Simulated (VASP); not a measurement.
A run of VASP 6.6.1:

File INCAR:

```
SYSTEM = SiTe2
PREC = Accurate
ENCUT = 500
EDIFF = 1E-6
ISMEAR = 0
SIGMA = 0.01
LREAL = .False.
LASPH = .True.
NELM = 120
ALGO = Normal
ISIF = 2
LWAVE = .False.
LCHARG = .True.
GGA = PS
LELF = .True.
LVHAR = .True.
NBANDS = 15
GGA_COMPAT = .False.
```

The input KPOINTS:

```
Automatic mesh
0
Gamma
  3 3 2
  0 0 0
```

POSCAR

```
SiTe2
1.0
    3.8004700000      0.0000000000      0.0000000000
   -1.9002350000      3.2913040000      0.0000000000
    0.0000000000      0.0000000000      7.0790860000
Si Te
1 2
Direct
    0.0000000000      0.0000000000      0.0000000000
    0.3333333333      0.6666666667      0.7734080000
    0.6666666667      0.3333333333      0.2265920000
```

Potentials or basis: VASP PAW PBE potentials, release 64 (Si, Te).

Command:

```bash
$ cat potpaw_PBE.64/Si/POTCAR potpaw_PBE.64/Te/POTCAR > POTCAR
$ mpirun -np 1 vasp_std > vasp.out
```

Hardware: 1 thread of Intel(R) Xeon(R) Platinum 8488C (Sapphire Rapids) (shared host).

Task: How long does it take, and how much memory?

Result: Wall time 11 s on 1 thread of Intel(R) Xeon(R) Platinum 8488C (Sapphire Rapids), with other jobs on the host, peak memory 0.19 GiB. Counts: scf iterations 13, k points 6.
